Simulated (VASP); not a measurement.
# BP (Pm-3m) in VASP: further runs, part 2 of 2

VASP 6.6.1. Earlier steps stand in the parts before.

## 5. Single point, PBE

This run uses another cell than the first one, of 10.02 Å³/atom, 0.983 times its volume.

Input file INCAR:

```
PREC = Accurate
ENCUT = 520
EDIFF = 1E-6
ISMEAR = 0
SIGMA = 0.1
LREAL = False
LASPH = True
NELM = 60
ALGO = Normal
ISIF = 2
LWAVE = False
LCHARG = False
GGA = PE
NBANDS = 11
```

Input file KPOINTS:

```
Automatic mesh
0
Gamma
  20 20 20
```

Input file POSCAR:

```
BP
1.0
    2.7164970907      0.0000000000      0.0000000000
    0.0000000000      2.7164970907      0.0000000000
    0.0000000000      0.0000000000      2.7164970907
B P
1 1
Direct
    0.0000000000      0.0000000000      0.0000000000
    0.5000000000      0.5000000000      0.5000000000
```

Potentials or basis: VASP PAW PBE potentials, release 64 (B, P).

On the command line:

```
$ cat potpaw_PBE.64/B/POTCAR potpaw_PBE.64/P/POTCAR > POTCAR
$ mpirun -np 1 vasp_std > vasp.out
```

OUTCAR:

```text
PREC = Accurate
   ENCUT = 520
   EDIFF = 1E-6
   ISMEAR = 0
   LREAL = False
   LASPH = True
   NELM = 60
   ISIF = 2
   GGA = PE

 ion  position               nearest neighbor table
   1  0.000  0.000  0.000-   2 2.35   2 2.35   2 2.35   2 2.35   2 2.35   2 2.35   2 2.35   2 2.35

   2  0.500  0.500  0.500-   1 2.35   1 2.35   1 2.35   1 2.35   1 2.35   1 2.35   1 2.35   1 2.35

  LATTYP: Found a simple cubic cell.
 ALAT       =     2.7164970907

  Lattice vectors:

 A1 = (   2.7164970907,   0.0000000000,   0.0000000000)
 A2 = (   0.0000000000,   2.7164970907,   0.0000000000)
 A3 = (   0.0000000000,   0.0000000000,   2.7164970907)

Analysis of symmetry for initial positions (statically):
=====================================================================
 Subroutine PRICEL returns:
 Original cell was already a primitive cell.

 Routine SETGRP: Setting up the symmetry group for a
 simple cubic supercell.

 Subroutine GETGRP returns: Found 48 space group operations
 (whereof 48 operations were pure point group operations)
 out of a pool of 48 trial point group operations.

The static configuration has the point symmetry O_h .

Analysis of symmetry for dynamics (positions and initial velocities):
=====================================================================
 Subroutine PRICEL returns:
 Original cell was already a primitive cell.

 Routine SETGRP: Setting up the symmetry group for a
 simple cubic supercell.

 Subroutine GETGRP returns: Found 48 space group operations
 (whereof 48 operations were pure point group operations)
 out of a pool of 48 trial point group operations.

The dynamic configuration has the point symmetry O_h .

 Subroutine INISYM returns: Found 48 space group operations
 (whereof 48 operations are pure point group operations),
 and found     1 'primitive' translations

[... 120 lines left out ...]
   LHFCALC =     F    Hartree Fock is set to
   AEXX    =    0.0000 exact exchange contribution
   IVDW    =     0    specifies the selected vdW correction
   LEPSILON=     F    determine dielectric tensor
   LRPA    =     F    only Hartree local field effects (RPA)
 non-spin polarized calculation
 Gauss-broadening in eV      SIGMA  =   0.10
  energy-cutoff  :      520.00
  volume of cell :       20.05
 maximum number of plane-waves:       554
   NGX = 11   NGY = 11   NGZ = 11

 number of electron       7.9999998 magnetization

 Free energy of the ion-electron system (eV)
  ---------------------------------------------------
  ext. energy  EPLUGINS =         0.00000000
  ---------------------------------------------------
  free energy    TOTEN  =        -9.24677836 eV

  energy without entropy =       -9.24151966  energy(sigma->0) =       -9.24414901

 E-fermi :  10.0794     XC(G=0): -12.1111

 val. band max:       10.0784316574   @ k =   0.5000   0.2000   0.2000
 cond. band min:      10.0907659021   @ k =   0.4000   0.3000   0.3000
 fundamental gap:      0.0123342447
 Fermi energy:        10.0793542311

 k-point     1 :       0.0000    0.0000    0.0000
  band No.  band energies     occupation
      1      -7.0750      2.00000
      2       8.9930      2.00000
      3       8.9930      2.00000
      4       8.9930      2.00000
      5      12.2559      0.00000
      6      14.4711      0.00000
      7      14.4711      0.00000
      8      20.9344      0.00000
      9      20.9344      0.00000
     10      20.9344      0.00000
     11      28.0082      0.00000
[... 309 lines left out ...]
 k-point    24 :       0.2000    0.1000    0.0000
  band No.  band energies     occupation
      1      -6.1702      2.00000
      2       4.7936      2.00000
      3       7.9884      2.00000
      4       9.8562      1.99840
      5      13.8013      0.00000
      6      16.3352      0.00000
      7      17.5746      0.00000
      8      18.6889      0.00000
      9      19.3456      0.00000
     10      20.6682      0.00000
     11      26.3273      0.00000

 [... further k-points ...]

------------------------ aborting loop because EDIFF is reached ----------------------------------------

  FORCE on cell =-STRESS in cart. coord.  units (eV):
  Direction    XX          YY          ZZ          XY          YZ          ZX
  --------------------------------------------------------------------------------------
  -------------------------------------------------------------------------------------
  Total       -0.0296428     -0.0296428     -0.0296428      0.0000000      0.0000000      0.0000000
  in kB       -2.3692017     -2.3692017     -2.3692017      0.0000000      0.0000000      0.0000000
  external PRESSURE =      -2.3692017 kB  Pullay stress =       0.0000000 kB

 VOLUME and BASIS-vectors are now :
 -----------------------------------------------------------------------------
  energy-cutoff  :      520.00
  volume of cell :       20.05
      direct lattice vectors                 reciprocal lattice vectors
     2.716497091  0.000000000  0.000000000     0.368121138  0.000000000  0.000000000
     0.000000000  2.716497091  0.000000000     0.000000000  0.368121138  0.000000000
     0.000000000  0.000000000  2.716497091     0.000000000  0.000000000  0.368121138

 POSITION                                       TOTAL-FORCE (eV/Angst)
 -----------------------------------------------------------------------------------
      0.00000      0.00000      0.00000         0.000000      0.000000      0.000000
      1.35825      1.35825      1.35825         0.000000      0.000000      0.000000
 -----------------------------------------------------------------------------------
    total drift:                                0.000000      0.000000     -0.000000

  FREE ENERGIE OF THE ION-ELECTRON SYSTEM (eV)
  ---------------------------------------------------
  free  energy   TOTEN  =        -9.2467783594 eV

  energy  without entropy=       -9.2415196574  energy(sigma->0) =       -9.24414901
```

OSZICAR:

```text
N       E                     dE             d eps       ncg     rms          rms(c)
DAV:   1     0.916925569290E+01    0.91693E+01   -0.40570E+03  6300   0.670E+02
DAV:   2    -0.886175991968E+01   -0.18031E+02   -0.17290E+02  8546   0.103E+02
DAV:   3    -0.933128405170E+01   -0.46952E+00   -0.46450E+00  7849   0.139E+01
DAV:   4    -0.933257280151E+01   -0.12887E-02   -0.12885E-02  7435   0.835E-01
DAV:   5    -0.933257612481E+01   -0.33233E-05   -0.33215E-05  7609   0.430E-02    0.584E+00
DAV:   6    -0.924976388717E+01    0.82812E-01   -0.27620E-01  7201   0.199E+00    0.333E+00
DAV:   7    -0.924713382023E+01    0.26301E-02   -0.29642E-02  7488   0.891E-01    0.127E+00
DAV:   8    -0.924677375612E+01    0.36006E-03   -0.20535E-03  7321   0.271E-01    0.973E-02
DAV:   9    -0.924677634830E+01   -0.25922E-05   -0.82433E-05  7518   0.491E-02    0.345E-02
DAV:  10    -0.924677839470E+01   -0.20464E-05   -0.48189E-06  7517   0.166E-02    0.386E-03
DAV:  11    -0.924677835941E+01    0.35289E-07   -0.36306E-07  4505   0.262E-03
   1 F= -.92467784E+01 E0= -.92441490E+01  d E =-.525870E-02
```

Wall time 26 s (1 thread of Intel Xeon Platinum 8259CL at 2.50GHz (Skylake/Cascade Lake), shared host); peak memory 0.17 GiB.

Results:

- Free energy: -9.2468 eV
- Pressure: -0.2 GPa
- Band gap on the k mesh: zero (band 4 reaches 12.97 eV, above the bottom of band 5 at 6.75 eV)

## 6. Relaxation of cell and atoms, PBE

Input file INCAR:

```
PREC = Accurate
ENCUT = 600
EDIFF = 1E-7
ISMEAR = 0
SIGMA = 0.1
LREAL = F
LASPH = T
NELM = 80
ALGO = Normal
ISIF = 3
LWAVE = F
LCHARG = F
GGA = PE
IBRION = 2
NSW = 100
EDIFFG = -0.01
```

KPOINTS is that of step 5.

Input file POSCAR:

```
BP
1.0
    2.7316079782      0.0000000000      0.0000000000
    0.0000000000      2.7316079782      0.0000000000
    0.0000000000      0.0000000000      2.7316079782
B P
1 1
Direct
    0.0000000000      0.0000000000      0.0000000000
    0.5000000000      0.5000000000      0.5000000000
```

Potentials or basis: VASP PAW PBE potentials, release 64 (B, P).

On the command line:

```
$ cat potpaw_PBE.64/B/POTCAR potpaw_PBE.64/P/POTCAR > POTCAR
$ mpirun -np 1 vasp_std > vasp.out
```

Run time: 54 s. Hardware: 1 thread of Intel Xeon Platinum 8259CL at 2.50GHz (Skylake/Cascade Lake), shared host; peak memory 0.18 GiB.

Results (log left out):

| Quantity | Value |
| --- | --- |
| Free energy | -9.2474 eV |
| Relaxed volume | 10.00 Å³/atom |
| Relaxed cell | a = 2.715 Å, b = 2.715 Å, c = 2.715 Å, α = 90.00°, β = 90.00°, γ = 90.00° |
| Space group after relaxing (to 0.05 Å) | Pm-3m (No. 221) |
| Energy gained by relaxing | 1.4 meV/atom |
| Ionic steps | 3 |
| Pressure after relaxing | 0.0 GPa |

Step by step:
```csv
step,energy change (eV),largest force (eV/Å),pressure (GPa),volume (Å³)
1,0.0000,0.0000,-2.30,20.38
2,-0.0027,0.0000,0.37,19.95
3,-0.0027,0.0000,0.00,20.01
```

Final structure:
```
CELL_PARAMETERS angstrom
2.71485 0.00000 0.00000
0.00000 2.71485 0.00000
0.00000 0.00000 2.71485
ATOMIC_POSITIONS crystal
B 0.00000 0.00000 0.00000
P 0.50000 0.50000 0.50000
```

Levels at points of the mesh, in eV from the Fermi level:
```
           k point  band 1  band 2  band 3  band 4  band 5  band 6  band 7  band 8
(0.00, 0.00, 0.00)  -17.17   -1.09   -1.09   -1.09    2.20    4.39    4.39   10.88
(0.50, 0.00, 0.00)  -13.50  -11.45    2.89    2.89    3.42    3.42    5.09    6.25
(0.50, 0.50, 0.00)   -9.34   -8.10   -8.10   -6.06    5.13    5.52    8.39    8.39
(0.50, 0.50, 0.50)   -5.63   -3.77   -3.77   -3.77   -3.09   -3.09   -3.09   -1.55
```

Caveat: the bands computed are all filled at some k points, so no gap is given.

## 7. Summary

| task | cell | k mesh | cutoff (eV) | gap on the mesh (eV) | pressure (GPa) | relaxed volume (Å³/atom) |
| --- | --- | --- | --- | --- | --- | --- |
| single point | a = 2.732 Å, 2 atoms | 6 × 6 × 6 | 500 | none | 0.0 | - |
| single point | a = 3.034 Å, 2 atoms | 6 × 6 × 6 | 500 | none | -21.4 | - |
| relaxation of cell and atoms | relaxed from a = 3.034 Å, 2 atoms | 6 × 6 × 6 | 500 | - | 0.2 | 10.18 |
| single point | a = 2.716 Å, 2 atoms | 20 × 20 × 20 | 520 | none | -0.2 | - |
| relaxation of cell and atoms | relaxed from a = 2.732 Å, 2 atoms | 20 × 20 × 20 | 600 | - | 0.0 | 10.00 |

Alike in all rows: level PBE; potentials or basis VASP PAW PBE potentials, release 64 (B, P); no spin polarisation; smearing gaussian 0.1 eV.

Caveats: some runs use coarse meshes; the bands computed are all filled at some k points, so no gap is given (some runs); the volume moved by over 15 % at a fixed basis, so the end points are rough (some runs).

Absolute energies hang on the potentials; compare differences alone.
